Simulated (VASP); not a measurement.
Runs of VASP 6.6.1 on MgS. The structure is that of space group F-43m (No. 216), or close to it. The cells are those of the table. 

```csv
level,cell,k mesh,smearing,gap on the mesh (eV),pressure (GPa)
PBE,"a = 4.003 Å, angles 60.0°, 2 atoms",4 × 4 × 4,gaussian 0.01 eV,3.45,1.0
r2SCAN,"a = 3.972, b = 3.972, c = 3.940 Å, angles 60.3, 60.3, 59.5°, 2 atoms",8 × 8 × 8,gaussian 0.01 eV,4.27,1.8
PBE,"a = 4.003 Å, angles 60.0°, 2 atoms",8 × 8 × 8,fermi-dirac 0.02 eV,3.46,(a)
PBE,"a = 3.972, b = 3.972, c = 3.940 Å, angles 60.3, 60.3, 59.5°, 2 atoms",4 × 4 × 4,gaussian 0.01 eV,3.60,3.1
PBE,"a = 4.038 Å, angles 60.0°, 2 atoms",8 × 8 × 8,fermi-dirac 0.02 eV,3.33,(b)
```

Alike in all rows: task single point; potentials or basis VASP PAW PBE potentials, release 64 (Mg, S); no spin polarisation; cutoff (eV) 520.

Fill in the values left out.

(a) 0.9; (b) -0.5.

Caveats: some runs use coarse meshes; the PAW data sets were made with another functional, which shifts forces and pressure a little (at least some runs).

A k mesh can miss the band edges.
